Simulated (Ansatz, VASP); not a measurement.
ZrTa3N4 in VASP and in Ansatz

Contents of INCAR:

```
PREC = Accurate
ENCUT = 600
EDIFF = 1E-6
ISMEAR = 0
SIGMA = 0.15
LREAL = False
LASPH = True
NELM = 100
ALGO = Normal
ISIF = 3
LWAVE = False
LCHARG = False
GGA = PE
IBRION = 2
NSW = 36
EDIFFG = -0.08
```

The input KPOINTS:

```
Automatic mesh
0
Gamma
  4 3 2
```

File POSCAR:

```
ZrTa3N4
1.0
    3.2205182100      0.0000000000      0.0000000000
    0.0000000000      4.5658852600      0.0000000000
    0.0000000000      0.0000000000      6.4599548300
Zr Ta N
1 3 4
Direct
    0.0000000000      0.0000000000      0.0000000000
    0.5000000000      0.5000000000      0.2532063700
    0.0000000000      0.0000000000      0.5000000000
    0.5000000000      0.5000000000      0.7467936300
    0.0000000000      0.5000000000      0.5000000000
    0.5000000000      0.0000000000      0.7584846000
    0.0000000000      0.5000000000      0.0000000000
    0.5000000000      0.0000000000      0.2415154000
```

Input for Ansatz:

```yaml
crystal:
  lattice:
    - [3.22051821, 0.0, 0.0]
    - [0.0, 4.56588526, 0.0]
    - [0.0, 0.0, 6.45995483]
  atoms:
    - { symbol: Zr, position: [0.0, 0.0, 0.0] }
    - { symbol: Ta, position: [0.5, 0.5, 0.25320637] }
    - { symbol: Ta, position: [0.0, 0.0, 0.5] }
    - { symbol: Ta, position: [0.5, 0.5, 0.74679363] }
    - { symbol: "N", position: [0.0, 0.5, 0.5] }
    - { symbol: "N", position: [0.5, 0.0, 0.7584846] }
    - { symbol: "N", position: [0.0, 0.5, 0.0] }
    - { symbol: "N", position: [0.5, 0.0, 0.2415154] }
basis:
  ecutwfc: 420
kpoints:
  mp_grid: { grid: [4, 3, 2] }
hamiltonian:
  xc: pbe
scf:
  occupations: { method: gaussian, width: 0.15 }
  lower_state_search: "off"
output:
  forces: true
  stress: true
  eigenvalues: true
relax:
  adjacent_minimum: "off"
  f_tol: 0.08
  max_steps: 16
  cell: { stress_tol: 0.8 }
```

Change from the starting cell: species swapped into the Sm3DyS4 type (Pmmm, No. 47).

Alike in both runs: task relaxation of cell and atoms; functional PBE; k mesh 4 × 3 × 2; occupations gaussian, width 0.15 eV; no spin polarisation.

|  | VASP | Ansatz |
| --- | --- | --- |
| version | VASP 6.6.1 | Ansatz 0.2.0 |
| potentials or method | VASP PAW PBE potentials, release 64 (Zr_sv, Ta_pv, N), cutoff 600 eV | scalar-relativistic, plane waves, PAW |
| valence electrons in the cell | 65 | 71 |

Ansatz gave:

* gap on the k mesh at the Fermi level, each at its own relaxed structure (eV): none
* relaxed volume (Å³/atom): 11.09
* relaxed cell length with the largest relative difference (Å): 3.145

Estimate VASP's values.

gap on the k mesh at the Fermi level, each at its own relaxed structure (eV): none; relaxed volume (Å³/atom): 11.10; relaxed cell length with the largest relative difference (Å): 3.148.

A gap of «none» marks a metal or a gap that the smearing closes. VASP's potentials hold 65 valence electrons a cell and Ansatz's 71, so a difference there can come from the potentials and not from the codes.

The k mesh is coarse, so the values compare programs but aren't converged. Spin-orbit coupling is off throughout.
